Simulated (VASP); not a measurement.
Runs of VASP 6.6.1 on S3N2O. The structure is that of space group P6/mmm (No. 191), or close to it. The cells are those of the table. 

```csv
task,spin,cell,k mesh,cutoff (eV),gap on the mesh (eV),pressure (GPa),moment (μB)
relaxation of cell and atoms,"collinear, ferromagnetic start","relaxed from a = 5.889, b = 5.889, c = 3.685 Å, angles 90.0, 90.0, 120.0°, 6 atoms",3 × 3 × 6,600,none,0.0,(a)
single point,"collinear, ferromagnetic start","a = 5.626, b = 5.626, c = 2.800 Å, angles 90.0, 90.0, 120.0°, 6 atoms",3 × 3 × 6,520,none,-1.1,0.30
single point,off,"a = 5.889, b = 5.889, c = 3.685 Å, angles 90.0, 90.0, 120.0°, 6 atoms",6 × 6 × 6,520,none,(b),-
single point,"collinear, ferromagnetic start","a = 5.686, b = 5.686, c = 2.754 Å, angles 90.0, 90.0, 120.0°, 6 atoms",6 × 6 × 6,520,none,-2.7,0.08
```

Alike in all rows: level PBE; potentials or basis VASP PAW PBE potentials, release 64 (S, N, O); smearing gaussian 0.1 eV.

Task: Fill in the values left out.

Result: (a) 1.63; (b) -17.8.

Caveats: some runs use coarse meshes; the cell stands under tension (at least some runs).

A gap of «none» marks levels without a gap at the run's occupations.
